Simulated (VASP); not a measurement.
Wanted: the native input for a VASP 6.6.1 run.

| Property | Result |
| --- | --- |
| Task | single point |
| Functional | PBE |
| Potentials or basis | VASP PAW PBE potentials, release 64 (Pt, Br) |
| Cutoff | 520 eV |
| k mesh | 4 × 4 × 4 |
| Occupations | gaussian, width 0.1 eV |
| Spin | no spin polarisation |
| Dipole correction | no |
| Further INCAR settings | ALGO = Normal; EDIFF = 1e-06; NBANDS = 26 |

The structure of Pt3Br lies in POSCAR:

```
Pt3Br
1.0
    4.3629426800      0.0000000000      0.0000000000
    0.0000000000      4.3629426800      0.0000000000
    0.0000000000      0.0000000000      4.3629426800
Pt Br
3 1
Direct
    0.5000000000      0.5000000000      0.0000000000
    0.5000000000      0.0000000000      0.5000000000
    0.0000000000      0.5000000000      0.5000000000
    0.0000000000      0.0000000000      0.0000000000
```

These files were run (other wordings do the same):

INCAR

```
PREC = Accurate
ENCUT = 520
EDIFF = 1E-6
ISMEAR = 0
SIGMA = 0.1
LREAL = False
LASPH = True
NELM = 100
ALGO = Normal
ISIF = 2
LWAVE = False
LCHARG = False
GGA = PE
NBANDS = 26
```

KPOINTS

```
Automatic mesh
0
Gamma
  4 4 4
```

Potentials or basis: VASP PAW PBE potentials, release 64 (Pt, Br).

Launch:

```bash
$ cat potpaw_PBE.64/Pt/POTCAR potpaw_PBE.64/Br/POTCAR > POTCAR
$ mpirun -np 1 vasp_std > vasp.out
```

Results of the run:

- Pressure: -17.4 GPa

Caveat: the k points lie up to 0.36 Å⁻¹ apart; an odd number of electrons without spin polarisation forces a metal; a magnetic or distorted state may lie lower.

Wall time 8.8 s on 1 thread of AMD EPYC 9R45 96-Core Processor (Zen 5), on a shared host, peak memory 0.15 GiB.
